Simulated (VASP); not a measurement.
Wanted: the native input for a VASP 6.6.1 run.

```yaml
Task: single point
Functional: PBE
Potentials_or_basis: VASP PAW PBE potentials, release 64 (Ba_sv, S)
Cutoff: 520 eV
k_mesh: 8 × 8 × 8
Occupations: fermi-dirac, width 0.02 eV
Spin: no spin polarisation
Dipole_correction: no
Further_INCAR_settings: ALGO = Normal; EDIFF = 1e-06; NBANDS = 15
```

The structure of BaS lies in POSCAR:

```
BaS
1.0
    0.0000000000      3.1830684821      3.1830684821
    3.1830684821      0.0000000000      3.1830684821
    3.1830684821      3.1830684821      0.0000000000
Ba S
1 1
Direct
    0.0000000000      0.0000000000      0.0000000000
    0.5000000000      0.5000000000      0.5000000000
```

This cell differs from its parent crystal: volume scaled by 0.99.

The input as run:

INCAR

```
SYSTEM = BaS
PREC = Accurate ; ENCUT = 520
EDIFF = 1E-6 ; ISMEAR = -1
SIGMA = 0.02 ; LREAL = .False.
LASPH = .True. ; NELM = 80
ALGO = Normal ; ISIF = 2
LWAVE = .False. ; LCHARG = .False.
GGA = PE ; NBANDS = 15
```

KPOINTS

```
regular mesh
0
Gamma
  8 8 8
  0 0 0
```

Potentials or basis: VASP PAW PBE potentials, release 64 (Ba_sv, S).

Command:

```bash
$ cat potpaw_PBE.64/Ba_sv/POTCAR potpaw_PBE.64/S/POTCAR > POTCAR
$ mpirun -np 1 vasp_std > vasp.out
```

Results of the run:

The pressure is 1.9 GPa and the band gap on the k mesh is 2.09 eV, indirect (least direct gap 2.22 eV).

Caveat: spin-orbit coupling is left out, which moves the levels of the heavy elements.

Run time: 22 s on 1 thread of AMD EPYC 7R13 Processor (Zen 3), with other jobs on the host, peak memory 0.18 GiB.
